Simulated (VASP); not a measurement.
# ZnF2 (P4_2/mnm) in VASP: a series of runs, part 2 of 2

VASP 6.6.1. The steps go on from the part before.

### 4 Single point, PBE (volume scaled by 0.94, then relaxed in part)

INCAR

```
PREC = Accurate
ENCUT = 600
EDIFF = 1E-6
ISMEAR = 0
SIGMA = 0.02
LREAL = False
LASPH = True
NELM = 120
ALGO = Normal
ISIF = 2
LWAVE = False
LCHARG = True
GGA = PE
LELF = True
LVHAR = True
NBANDS = 35
GGA_COMPAT = False
```

KPOINTS

```
regular mesh
0
Gamma
  6 6 8
```

POSCAR

```
ZnF2
1.0
    4.6792282893      0.0000000000      0.0000000000
    0.0000000000      4.6792282893      0.0000000000
    0.0000000000      0.0000000000      3.1410809822
Zn F
2 4
Direct
    0.0000000000      0.0000000000      0.0000000000
    0.5000000000      0.5000000000      0.5000000000
    0.3025228513      0.3025228513      0.0000000000
    0.1974771487      0.8025228513      0.5000000000
    0.6974771487      0.6974771487      0.0000000000
    0.8025228513      0.1974771487      0.5000000000
```

The run is started by

```
$ cat potpaw_PBE.64/Zn/POTCAR potpaw_PBE.64/F/POTCAR > POTCAR
$ mpirun -np 1 vasp_std > vasp.out
```

Run time: 85 s. Hardware: 1 thread of AMD EPYC 9R45 (Zen 5), shared host; peak memory 0.23 GiB.

The run converged. Its results:

* Free energy: -23.1395 eV
* Pressure: 7.6 GPa
* Largest force: 0.009 eV/Å
* Band gap on the k mesh: 3.48 eV, direct

Forces on the atoms (eV/Å):
```
Zn   0.000  0.000  0.000
Zn   0.000  0.000  0.000
F    0.007  0.007  0.000
F   -0.007  0.007  0.000
F   -0.007 -0.007  0.000
F    0.007 -0.007  0.000
```

Stress tensor (GPa, compression positive):
```
7.49 0.00 0.00
0.00 7.49 0.00
0.00 0.00 7.80
```

Levels at points of the mesh, in eV from the valence-band top:
| k point | band 23 | band 24 | band 25 | band 26 | band 27 | band 28 | band 29 | band 30 |
| --- | --- | --- | --- | --- | --- | --- | --- | --- |
| (0.00, 0.00, 0.00) | -1.27 | -0.41 | -0.41 | 0.00 | 3.48 | 9.38 | 9.62 | 9.62 |
| (0.50, 0.00, 0.00) | -0.66 | -0.66 | -0.50 | -0.50 | 6.12 | 6.12 | 10.54 | 10.54 |
| (0.50, 0.50, 0.00) | -1.32 | -1.32 | -0.43 | -0.43 | 7.06 | 7.06 | 9.18 | 9.18 |
| (0.00, 0.00, 0.50) | -1.32 | -1.32 | -1.30 | -1.30 | 8.25 | 8.25 | 11.95 | 11.95 |
| (0.50, 0.00, 0.50) | -1.39 | -1.39 | -0.08 | -0.08 | 8.78 | 8.78 | 10.35 | 10.35 |
| (0.50, 0.50, 0.50) | -1.32 | -1.32 | -0.80 | -0.80 | 8.09 | 8.09 | 11.51 | 11.51 |

Caveat: the cell differs from its parent crystal (volume scaled by 0.94, then relaxed in part).

### 5 Single point, PBE

This run uses another cell than the first one, of 11.56 Å³/atom, 1.077 times its volume.

INCAR

```
PREC = Accurate
ENCUT = 600
EDIFF = 1E-6
ISMEAR = 0
SIGMA = 0.02
LREAL = F
LASPH = T
NELM = 120
ALGO = Normal
ISIF = 2
LWAVE = F
LCHARG = T
GGA = PE
LELF = T
LVHAR = T
NBANDS = 35
GGA_COMPAT = F
```

KPOINTS is that of step 4.

POSCAR

```
ZnF2
1.0
    4.7048000000      0.0000000000      0.0000000000
    0.0000000000      4.7048000000      0.0000000000
    0.0000000000      0.0000000000      3.1338000000
Zn F
2 4
Direct
    0.0000000000      0.0000000000      0.0000000000
    0.5000000000      0.5000000000      0.5000000000
    0.3024000000      0.3024000000      0.0000000000
    0.1976000000      0.8024000000      0.5000000000
    0.6976000000      0.6976000000      0.0000000000
    0.8024000000      0.1976000000      0.5000000000
```

Potentials or basis: VASP PAW PBE potentials, release 64 (Zn, F).

The run is started by

```
$ cat potpaw_PBE.64/Zn/POTCAR potpaw_PBE.64/F/POTCAR > POTCAR
$ mpirun -np 1 vasp_std > vasp.out
```

OUTCAR:

```text
PREC = Accurate
   ENCUT = 600
   EDIFF = 1E-6
   ISMEAR = 0
   LREAL = F
   LASPH = T
   NELM = 120
   ISIF = 2
   GGA = PE

 ion  position               nearest neighbor table
   1  0.000  0.000  0.000-   3 2.01   5 2.01   4 2.05   6 2.05   4 2.05   6 2.05
   2  0.500  0.500  0.500-   4 2.01   6 2.01   5 2.05   3 2.05   3 2.05   5 2.05
   3  0.302  0.302  0.000-   1 2.01   2 2.05   2 2.05
   4  0.198  0.802  0.500-   2 2.01   1 2.05   1 2.05
   5  0.698  0.698  0.000-   1 2.01   2 2.05   2 2.05
   6  0.802  0.198  0.500-   2 2.01   1 2.05   1 2.05

  LATTYP: Found a simple tetragonal cell.
[... 1120 lines left out ...]
  -------------------------------------------------------------------------------------
  Total        2.7166640      2.7166640      3.0561933      0.0000000      0.0000000      0.0000000
  in kB       62.7469898     62.7469898     70.5891234      0.0000000      0.0000000      0.0000000
  external PRESSURE =      65.3610343 kB  Pullay stress =       0.0000000 kB

 VOLUME and BASIS-vectors are now :
 -----------------------------------------------------------------------------
  energy-cutoff  :      600.00
  volume of cell :       69.37
      direct lattice vectors                 reciprocal lattice vectors
     4.704800000  0.000000000  0.000000000     0.212548886  0.000000000  0.000000000
     0.000000000  4.704800000  0.000000000     0.000000000  0.212548886  0.000000000
     0.000000000  0.000000000  3.133800000     0.000000000  0.000000000  0.319101410

 POSITION                                       TOTAL-FORCE (eV/Angst)
 -----------------------------------------------------------------------------------
      0.00000      0.00000      0.00000         0.000000      0.000000      0.000000
      2.35240      2.35240      1.56690         0.000000      0.000000      0.000000
      1.42273      1.42273      0.00000         0.008696      0.008696      0.000000
      0.92967      3.77513      1.56690        -0.008696      0.008696      0.000000
      3.28207      3.28207      0.00000        -0.008696     -0.008696      0.000000
      3.77513      0.92967      1.56690         0.008696     -0.008696      0.000000
 -----------------------------------------------------------------------------------
    total drift:                               -0.000000      0.000000     -0.000000

  FREE ENERGIE OF THE ION-ELECTRON SYSTEM (eV)
  ---------------------------------------------------
  free  energy   TOTEN  =       -23.1658087619 eV

  energy  without entropy=      -23.1658087619  energy(sigma->0) =      -23.16580876
```

OSZICAR:

```text
N       E                     dE             d eps       ncg     rms          rms(c)
DAV:   1     0.650079430882E+03    0.65008E+03   -0.29163E+04  3524   0.224E+03
DAV:   2     0.560894605103E+02   -0.59399E+03   -0.55706E+03  3700   0.539E+02
DAV:   3    -0.237024482102E+02   -0.79792E+02   -0.78880E+02  3883   0.196E+02
DAV:   4    -0.259085315943E+02   -0.22061E+01   -0.21999E+01  4156   0.342E+01
DAV:   5    -0.259235250487E+02   -0.14993E-01   -0.14990E-01  4018   0.296E+00    0.142E+01
DAV:   6    -0.230962794132E+02    0.28272E+01   -0.59718E+00  5098   0.418E+01    0.852E+00
DAV:   7    -0.231966420090E+02   -0.10036E+00   -0.20017E+00  3656   0.953E+00    0.520E+00
DAV:   8    -0.232074917910E+02   -0.10850E-01   -0.41328E-01  5288   0.126E+01    0.152E+00
DAV:   9    -0.231637315728E+02    0.43760E-01   -0.16243E-01  5405   0.135E+01    0.360E-01
DAV:  10    -0.231659721399E+02   -0.22406E-02   -0.28218E-02  4249   0.173E+00    0.193E-01
DAV:  11    -0.231657503450E+02    0.22179E-03   -0.20369E-03  5208   0.532E-01    0.521E-02
DAV:  12    -0.231658034545E+02   -0.53109E-04   -0.21906E-04  4136   0.406E-01    0.245E-02
DAV:  13    -0.231658085173E+02   -0.50628E-05   -0.17471E-04  3868   0.995E-02    0.814E-03
DAV:  14    -0.231658087619E+02   -0.24461E-06   -0.73563E-06  3925   0.454E-02
   1 F= -.23165809E+02 E0= -.23165809E+02  d E =-.304427E-44
```

stdout:

```text
POSCAR found type information on POSCAR ZnF
 POSCAR found :  2 types and       6 ions
 scaLAPACK will be used
 LDA part: xc-table for (Slater+PW92), standard interpolation
 POSCAR, INCAR and KPOINTS ok, starting setup
 FFT: planning ... GRIDC
 FFT: planning ... GRID_SOFT
 FFT: planning ... GRID
 WAVECAR not read
 entering main loop
```

It took 83 s on 1 thread of AMD EPYC 9R45 (Zen 5), shared host; peak memory 0.23 GiB.

What came out:

- Free energy: -23.1658 eV
- Pressure: 6.5 GPa
- Largest force: 0.012 eV/Å
- Band gap on the k mesh: 3.48 eV, direct

Forces on the atoms (eV/Å):
```
Zn   0.000  0.000  0.000
Zn   0.000  0.000  0.000
F    0.009  0.009  0.000
F   -0.009  0.009  0.000
F   -0.009 -0.009  0.000
F    0.009 -0.009  0.000
```

A k mesh can miss the band edges. As with any semilocal functional, this PBE gap is likely too small.

### 6 Single point, PBE (volume scaled by 0.97, then relaxed in part)

INCAR

```
SYSTEM = ZnF2
  PREC = Accurate
  ENCUT = 600
  EDIFF = 1E-6
  ISMEAR = 0
  SIGMA = 0.02
  LREAL = .FALSE.
  LASPH = .TRUE.
  NELM = 120
  ALGO = Normal
  ISIF = 2
  LWAVE = .FALSE.
  LCHARG = .TRUE.
  GGA = PE
  LELF = .TRUE.
  LVHAR = .TRUE.
  NBANDS = 35
  GGA_COMPAT = .FALSE.
```

KPOINTS

```
Automatic mesh
0
G
  6 6 8
  0 0 0
```

POSCAR

```
ZnF2
1.0
    4.7404417032      0.0000000000      0.0000000000
    0.0000000000      4.7404417032      0.0000000000
    0.0000000000      0.0000000000      3.1581580596
Zn F
2 4
Direct
    0.0000000000      0.0000000000      0.0000000000
    0.5000000000      0.5000000000      0.5000000000
    0.3033309277      0.3033309277      0.0000000000
    0.1966690723      0.8033309277      0.5000000000
    0.6966690723      0.6966690723      0.0000000000
    0.8033309277      0.1966690723      0.5000000000
```

Potentials or basis: VASP PAW PBE potentials, release 64 (Zn, F).

The run is started by

```
$ cat potpaw_PBE.64/Zn/POTCAR potpaw_PBE.64/F/POTCAR > POTCAR
$ mpirun -np 1 vasp_std > vasp.out
```

It took 82 s on 1 thread of AMD EPYC 9R45 (Zen 5), shared host; peak memory 0.23 GiB.

The run converged. Its results:

| Quantity | Value |
| --- | --- |
| Free energy | -23.2205 eV |
| Pressure | 3.7 GPa |
| Largest force | 0.007 eV/Å |
| Band gap on the k mesh | 3.46 eV, direct |

Forces in eV/Å, atoms in the order of the input:
```
Zn   0.000  0.000  0.000
Zn   0.000  0.000  0.000
F   -0.005 -0.005  0.000
F    0.005 -0.005  0.000
F    0.005  0.005  0.000
F   -0.005  0.005  0.000
```

Stress tensor (GPa, compression positive):
```
3.58 0.00 0.00
0.00 3.58 0.00
0.00 0.00 3.94
```

Levels at points of the mesh, in eV from the valence-band top:
| k point | band 24 | band 25 | band 26 | band 27 | band 28 | band 29 |
| --- | --- | --- | --- | --- | --- | --- |
| (0.00, 0.00, 0.00) | -0.32 | -0.32 | 0.00 | 3.46 | 9.20 | 9.65 |
| (0.50, 0.00, 0.00) | -0.61 | -0.40 | -0.40 | 6.04 | 6.04 | 10.54 |
| (0.50, 0.50, 0.00) | -1.17 | -0.34 | -0.34 | 6.93 | 6.93 | 9.17 |
| (0.00, 0.00, 0.50) | -1.27 | -1.21 | -1.21 | 8.15 | 8.15 | 11.84 |
| (0.50, 0.00, 0.50) | -1.25 | -0.05 | -0.05 | 8.64 | 8.64 | 10.31 |
| (0.50, 0.50, 0.50) | -1.20 | -0.77 | -0.77 | 7.98 | 7.98 | 11.50 |

Caveat: the cell differs from its parent crystal (volume scaled by 0.97, then relaxed in part). A k mesh can miss the band edges.

### 7 Summary

| cell | gap on the mesh (eV) | pressure (GPa) | largest force (eV/Å) |
| --- | --- | --- | --- |
| a = 4.554, b = 4.554, c = 3.104 Å, 6 atoms | 3.55 | 17.6 | 0.02 |
| a = 4.617, b = 4.617, c = 3.123 Å, 6 atoms | 3.51 | 12.2 | 0.01 |
| a = 4.679, b = 4.679, c = 3.141 Å, 6 atoms | 3.48 | 7.6 | 0.01 |
| a = 4.705, b = 4.705, c = 3.134 Å, 6 atoms | 3.48 | 6.5 | 0.01 |
| a = 4.740, b = 4.740, c = 3.158 Å, 6 atoms | 3.46 | 3.7 | 0.01 |

Alike in all rows: task single point; level PBE; potentials or basis VASP PAW PBE potentials, release 64 (Zn, F); no spin polarisation; k mesh 6 × 6 × 8; cutoff (eV) 600; smearing gaussian 0.02 eV.

Absolute energies hang on the potentials; compare differences alone.
